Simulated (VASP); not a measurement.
# FeO (Wuestite) (Fm-3m) in VASP: a series of runs

The runs below take FeO (Wuestite) through single point, with PBE+U.

All numbers are computed with VASP 6.6.1; they aren't measurements. Logs are shortened: lines on timing, memory, paths and dates and some standing lists are left out, and cuts for length are marked.

### 1 The cell of the first run

It takes space group Fm-3m (No. 225, cubic). Conventional cell: a = 4.405 Å, b = 4.405 Å, c = 4.405 Å, α = 90.00°, β = 90.00°, γ = 90.00°. Within 2.9 Å of Fe (site symmetry m-3m) lie 6 O at 2.20 Å. Within 2.9 Å of O (site symmetry m-3m) lie 6 Fe at 2.20 Å.

### 2 Single point, PBE+U, collinear spin, ferromagnetic start

File INCAR:

```
ALGO     = Normal         # electronic algorithm
EDIFF    = 1E-7           # SCF threshold, eV
ENCUT    = 520            # plane-wave cutoff, eV
GGA      = PE             # functional
ISIF     = 2              # what is computed and relaxed
ISMEAR   = 0              # smearing method
ISPIN    = 2              # spin polarisation
LASPH    = True           # aspherical terms in the spheres
LCHARG   = False          # write CHGCAR
LDAU     = True           # DFT+U
LDAUJ    = 0 0          
LDAUL    = 2 -1           # shell
LDAUPRINT= 1            
LDAUTYPE = 2            
LDAUU    = 4 0            # U, eV
LMAXMIX  = 4              # l up to which the mixer works
LORBIT   = 11             # projections on sites
LREAL    = False          # projectors in reciprocal space
LWAVE    = False          # write WAVECAR
MAGMOM   = 4 4 0 0        # initial moments
NBANDS   = 26             # bands
NELM     = 150            # most SCF steps
PREC     = Accurate       # precision mode
SIGMA    = 0.05           # smearing width, eV
```

File KPOINTS:

```
k-points
0
Gamma
  5 5 3
```

File POSCAR:

```
FeO
1.0
    0.0000000000      2.2025485818     -2.2025485818
    0.0000000000      2.2025485818      2.2025485818
    4.4050971636      0.0000000000      0.0000000000
Fe O
2 2
Direct
    0.0000000000      0.0000000000      0.0000000000
    0.5000000000      0.5000000000      0.5000000000
    0.0000000000      1.0000000000      0.5000000000
    0.5000000000      1.5000000000      1.0000000000
```

Potentials or basis: VASP PAW PBE potentials, release 64 (Fe, O).

On the command line:

```bash
$ cat potpaw_PBE.64/Fe/POTCAR potpaw_PBE.64/O/POTCAR > POTCAR
$ mpirun -np 1 vasp_std > vasp.out
```

OUTCAR:

```text
EDIFF = 1E-7
   ENCUT = 520
   GGA = PE
   ISIF = 2
   ISMEAR = 0
   ISPIN = 2
   LASPH = True
   LORBIT = 11
   LREAL = False
   NELM = 150
   PREC = Accurate

 ion  position               nearest neighbor table
   1  0.000  0.000  0.000-   3 2.20   4 2.20   3 2.20   4 2.20   4 2.20   4 2.20   2 3.11   2 3.11
                             2 3.11   2 3.11   2 3.11   2 3.11   2 3.11   2 3.11
   2  0.500  0.500  0.500-   3 2.20   4 2.20   4 2.20   3 2.20   3 2.20   3 2.20   1 3.11   1 3.11
                             1 3.11   1 3.11   1 3.11   1 3.11   1 3.11   1 3.11
   3  0.000  0.000  0.500-   1 2.20   2 2.20   1 2.20   2 2.20   2 2.20   2 2.20
   4  0.500  0.500  0.000-   1 2.20   2 2.20   2 2.20   1 2.20   1 2.20   1 2.20

  LATTYP: Found a simple tetragonal cell.
 ALAT       =     3.1148740762
 C/A-ratio  =     1.4142135624

  Lattice vectors:

 A1 = (   0.0000000000,   2.2025485818,  -2.2025485818)
 A2 = (   0.0000000000,   2.2025485818,   2.2025485818)
 A3 = (   4.4050971636,   0.0000000000,   0.0000000000)

Analysis of symmetry for initial positions (statically):
=====================================================================
 Subroutine PRICEL returns following result:

  LATTYP: Found a face centered cubic cell.
 ALAT       =     4.4050971636
[... 12 lines left out ...]
 Subroutine GETGRP returns: Found 16 space group operations
 (whereof 16 operations were pure point group operations)
 out of a pool of 16 trial point group operations.

The static configuration has the point symmetry D_4h.

Analysis of symmetry for dynamics (positions and initial velocities):
=====================================================================
 Subroutine PRICEL returns following result:

  LATTYP: Found a face centered cubic cell.
 ALAT       =     4.4050971636
[... 12 lines left out ...]
 Subroutine GETGRP returns: Found 16 space group operations
 (whereof 16 operations were pure point group operations)
 out of a pool of 16 trial point group operations.

The dynamic configuration has the point symmetry D_4h.

Analysis of structural, dynamic, and magnetic symmetry:
=====================================================================
 Subroutine PRICEL returns following result:

  LATTYP: Found a face centered cubic cell.
 ALAT       =     4.4050971636
[... 208 lines left out ...]
  o =  0.9662  v =  1.0000  0.0000  0.0000  0.0000  0.0000  0.0000  0.0000  0.0000  0.0000  0.0000      0.0000  0.0000  0.0000  0.0000  0.0000  0.0000  0.0000  0.0000  0.0000  0.0000
  o =  1.0067  v =  0.0000 -0.0000 -0.5000  0.0000  0.8660  0.0000  0.0000  0.0000  0.0000  0.0000      0.0000  0.0000  0.0000  0.0000  0.0000  0.0000  0.0000  0.0000  0.0000  0.0000
  o =  1.0068  v =  0.0000  0.0000  0.8660 -0.0000  0.5000  0.0000  0.0000  0.0000  0.0000  0.0000      0.0000  0.0000  0.0000  0.0000  0.0000  0.0000  0.0000  0.0000  0.0000  0.0000

 number of electron      27.9999994 magnetization       8.0266562

 Free energy of the ion-electron system (eV)
  ---------------------------------------------------
  ext. energy  EPLUGINS =         0.00000000
  ---------------------------------------------------
  free energy    TOTEN  =       -25.81777469 eV

  energy without entropy =      -25.80991518  energy(sigma->0) =      -25.81384494

 E-fermi :   6.0202     XC(G=0): -11.7988

 val. band max:        6.0119684826   @ k =   0.4000   0.0000   0.0000
 cond. band min:       6.0347077180   @ k =   0.4000   0.2000   0.3333
 fundamental gap:      0.0227392353
 Fermi energy:         6.0202142266

 spin component 1

 k-point     1 :       0.0000    0.0000    0.0000
  band No.  band energies     occupation
      1     -14.4626      1.00000
      2     -13.5483      1.00000
      3      -1.2218      1.00000
      4      -0.9406      1.00000
      5      -0.4647      1.00000
      6      -0.4234      1.00000
[... 337 lines left out ...]
     25      17.8977      0.00000
     26      18.3613      0.00000
 Fermi energy:         6.0202142266

 spin component 2

 k-point     1 :       0.0000    0.0000    0.0000
  band No.  band energies     occupation
      1     -14.1053      1.00000
      2     -12.9749      1.00000
      3      -0.8850      1.00000
      4       1.4550      1.00000
      5       1.4550      1.00000
      6       2.5585      1.00000
[... 337 lines left out ...]
     25      18.9605      0.00000
     26      19.4171      0.00000

------------------------ aborting loop because EDIFF is reached ----------------------------------------

  FORCE on cell =-STRESS in cart. coord.  units (eV):
  Direction    XX          YY          ZZ          XY          YZ          ZX
  --------------------------------------------------------------------------------------
  -------------------------------------------------------------------------------------
  Total       -2.5456041     -2.8195658     -2.8195658      0.0000000      0.0000000     -0.0000000
  in kB      -95.4256154   -105.6954598   -105.6954598      0.0000000      0.0000000     -0.0000000
  external PRESSURE =    -102.2721783 kB  Pullay stress =       0.0000000 kB

 VOLUME and BASIS-vectors are now :
 -----------------------------------------------------------------------------
  energy-cutoff  :      520.00
  volume of cell :       42.74
      direct lattice vectors                 reciprocal lattice vectors
     0.000000000  2.202548582 -2.202548582     0.000000000  0.227009749 -0.227009749
     0.000000000  2.202548582  2.202548582     0.000000000  0.227009749  0.227009749
     4.405097164  0.000000000  0.000000000     0.227009749  0.000000000  0.000000000

 POSITION                                       TOTAL-FORCE (eV/Angst)
 -----------------------------------------------------------------------------------
      0.00000      0.00000      0.00000         0.000000      0.000000      0.000000
      2.20255      2.20255      0.00000        -0.000000      0.000000      0.000000
      2.20255      0.00000      0.00000         0.000000      0.000000     -0.000000
      0.00000      2.20255      0.00000        -0.000000     -0.000000     -0.000000
 -----------------------------------------------------------------------------------
    total drift:                               -0.000000     -0.000000     -0.000000

  FREE ENERGIE OF THE ION-ELECTRON SYSTEM (eV)
  ---------------------------------------------------
  free  energy   TOTEN  =       -25.8177746932 eV

  energy  without entropy=      -25.8099151798  energy(sigma->0) =      -25.81384494

 total charge

# of ion       s       p       d       tot
------------------------------------------
    1        0.279   0.326   6.025   6.629
    2        0.279   0.326   6.025   6.629
    3        1.554   3.425   0.000   4.979
    4        1.554   3.425   0.000   4.979
--------------------------------------------------
tot          3.666   7.502  12.049  23.217

 magnetization (x)

# of ion       s       p       d       tot
------------------------------------------
    1        0.029   0.019   3.775   3.823
    2        0.029   0.019   3.775   3.823
    3        0.021   0.174   0.000   0.195
    4        0.021   0.174   0.000   0.195
--------------------------------------------------
tot          0.100   0.385   7.551   8.036
```

OSZICAR:

```text
N       E                     dE             d eps       ncg     rms          rms(c)
DAV:   1     0.247315916349E+03    0.24732E+03   -0.13391E+04  1280   0.129E+03
[... 16 lines left out ...]
DAV:  18    -0.258178859743E+02    0.12414E-03   -0.96620E-05  1442   0.143E-01    0.706E-02
DAV:  19    -0.258177469854E+02    0.13899E-03   -0.89299E-05  1708   0.104E-01    0.173E-02
DAV:  20    -0.258177833767E+02   -0.36391E-04   -0.14805E-05  1446   0.468E-02    0.177E-02
DAV:  21    -0.258177791652E+02    0.42115E-05   -0.27942E-06  1414   0.184E-02    0.121E-02
DAV:  22    -0.258177748159E+02    0.43493E-05   -0.59375E-06  1570   0.276E-02    0.761E-03
DAV:  23    -0.258177747676E+02    0.48307E-07   -0.14354E-06  1488   0.148E-02    0.200E-03
DAV:  24    -0.258177746932E+02    0.74394E-07   -0.74670E-08   790   0.322E-03
   1 F= -.25817775E+02 E0= -.25813845E+02  d E =-.785951E-02  mag=     8.0267
```

It took 33 s on 1 thread of Intel Xeon 6975P-C, shared host; peak memory 0.18 GiB.

Results:

| Property | Result |
| --- | --- |
| Free energy | -25.8178 eV |
| Pressure | -10.2 GPa |
| Band gap on the k mesh | zero (filled and empty bands overlap) |
| Net moment | 8.03 μB per cell |
| Site moments | Fe +3.82; O +0.20 μB |
| Valence electrons inside the program's atomic spheres | Fe 6.63; O 4.98 |

Stress tensor (GPa, compression positive):
```
 -9.54   0.00   0.00
  0.00 -10.57   0.00
  0.00   0.00 -10.57
```

Eigenvalues of the final occupation matrices:
| site | spin | trace | eigenvalues |
| --- | --- | --- | --- |
| site 1 d | 1 | 4.91 | 0.97 0.97 0.97 1.01 1.01 |
| site 1 d | 2 | 1.13 | 0.10 0.10 0.30 0.30 0.34 |
| site 2 d | 1 | 4.91 | 0.97 0.97 0.97 1.01 1.01 |
| site 2 d | 2 | 1.13 | 0.10 0.10 0.30 0.30 0.34 |

Caveat: the k points lie up to 0.48 Å⁻¹ apart; only a ferromagnetic start was run, and an antiferromagnetic order may lie lower in energy. The state reached can hang on the start; a lower one may exist.

### 3 Single point, PBE+U, collinear spin, ferromagnetic start

Edit INCAR of step 2 so:

```diff
@@ -1,5 +1,6 @@
 ALGO     = Normal         # electronic algorithm
-EDIFF    = 1E-7           # SCF threshold, eV
-ENCUT    = 520            # plane-wave cutoff, eV
+EDIFF    = 1E-6           # SCF threshold, eV
+ENCUT    = 600            # plane-wave cutoff, eV
 GGA      = PE             # functional
+GGA_COMPAT= False        
 ISIF     = 2              # what is computed and relaxed
@@ -20,4 +21,4 @@
 MAGMOM   = 4 4 0 0        # initial moments
-NBANDS   = 26             # bands
-NELM     = 150            # most SCF steps
+NBANDS   = 34             # bands
+NELM     = 200            # most SCF steps
 PREC     = Accurate       # precision mode
```

KPOINTS is that of step 2.

File POSCAR:

```
FeO
1.0
    0.0000000000      2.2025485817     -2.2025485817
    0.0000000000      2.2025485817      2.2025485817
    4.4050971634      0.0000000000      0.0000000000
Fe O
2 2
Direct
    0.0000000000      0.0000000000      0.0000000000
    0.5000000000      0.5000000000      0.5000000000
    0.0000000000      1.0000000000      0.5000000000
    0.5000000000      1.5000000000      1.0000000000
```

Potentials or basis: VASP PAW PBE potentials, release 64 (Fe_sv, O).

On the command line:

```bash
$ cat potpaw_PBE.64/Fe_sv/POTCAR potpaw_PBE.64/O/POTCAR > POTCAR
$ mpirun -np 1 vasp_std > vasp.out
```

It took 5.7 min on 1 thread of AMD EPYC 7R43 (Zen 3), shared host; peak memory 0.16 GiB.

It converged, with:

* Free energy: -25.3137 eV
* Pressure: -11.4 GPa
* Band gap on the k mesh: zero (filled and empty bands overlap)
* Net moment: 8.03 μB per cell
* Site moments: Fe +3.66; O +0.21 μB
* Valence electrons inside the program's atomic spheres: Fe 13.58; O 4.98

Stress tensor (GPa, compression positive):
```
-10.85   0.00   0.00
  0.00 -11.68   0.00
  0.00   0.00 -11.68
```

Levels at points of the mesh, in eV from the Fermi level:
Spin up:
| k point | band 22 | band 23 | band 24 | band 25 | band 26 | band 27 | band 28 | band 29 | band 30 | band 31 |
| --- | --- | --- | --- | --- | --- | --- | --- | --- | --- | --- |
| (0.00, 0.00, 0.00) | -5.20 | -5.20 | -4.10 | -4.09 | -4.09 | -0.92 | 4.03 | 7.71 | 9.30 | 13.26 |
Spin down:
```csv
k point,band 15,band 16,band 17,band 18,band 19,band 20,band 21,band 22
"(0.00, 0.00, 0.00)",-3.71,-3.71,-2.17,-0.81,-0.61,-0.61,-0.28,0.83
```

Eigenvalues of the final occupation matrices:
| site | spin | trace | eigenvalues |
| --- | --- | --- | --- |
| site 1 d | 1 | 4.58 | 0.90 0.90 0.90 0.93 0.93 |
| site 1 d | 2 | 0.93 | 0.07 0.07 0.25 0.25 0.30 |
| site 2 d | 1 | 4.58 | 0.90 0.90 0.90 0.93 0.93 |
| site 2 d | 2 | 0.93 | 0.07 0.07 0.25 0.25 0.30 |

Caveat: the k points lie up to 0.48 Å⁻¹ apart; only a ferromagnetic start was run, and an antiferromagnetic order may lie lower in energy. The state reached can hang on the start; a lower one may exist.
